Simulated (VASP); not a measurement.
Runs of VASP 6.6.1 on Pt. The structure is that of space group I4/mmm (No. 139), or close to it. The cells are those of the table. 

```tsv
cell	further INCAR settings	gap on the mesh (eV)	pressure (GPa)
a = 2.788 Å, angles 117.3, 117.3, 94.8°, 1 atom	ALGO = Fast; EDIFF = 1e-07; NBANDS = 11	none	(b)
a = 2.759 Å, angles 105.4, 105.4, 118.0°, 1 atom	ALGO = Fast; EDIFF = 1e-06; NBANDS = 11	none	-12.2
a = 2.748 Å, angles 107.3, 107.3, 113.9°, 1 atom	ALGO = Fast; EDIFF = 1e-06; NBANDS = 11	none	-11.6
a = 2.750 Å, angles 112.1, 112.1, 104.2°, 1 atom	ALGO = Fast; EDIFF = 1e-07; NBANDS = 11	none	(a)
a = 2.765 Å, angles 114.7, 114.7, 99.4°, 1 atom	ALGO = Fast; EDIFF = 1e-07; NBANDS = 11	none	-12.7
```

Alike in all rows: task single point; level PBEsol; potentials or basis VASP PAW PBE potentials, release 64 (Pt); no spin polarisation; k mesh 24 × 24 × 24; cutoff (eV) 520; smearing gaussian 0.15 eV.

Problem. Estimate the missing entries.

Solution. (a) -11.8; (b) -13.6.

Caveats: the PAW data sets were made with another functional, which shifts forces and pressure a little; spin-orbit coupling is left out, which moves the levels of the heavy elements; the cell stands under tension (at least some runs); the stress differs along the axes, from -19 to -9 GPa (at least some runs); the stress differs along the axes, from -17 to -9 GPa (at least some runs); the stress differs along the axes, from -14 to -8 GPa (at least some runs); the stress differs along the axes, from -15 to -9 GPa (at least some runs).

A k mesh can miss the band edges, and the runs leave out spin-orbit coupling on Pt.

A gap of «none» marks levels without a gap at the run's occupations.
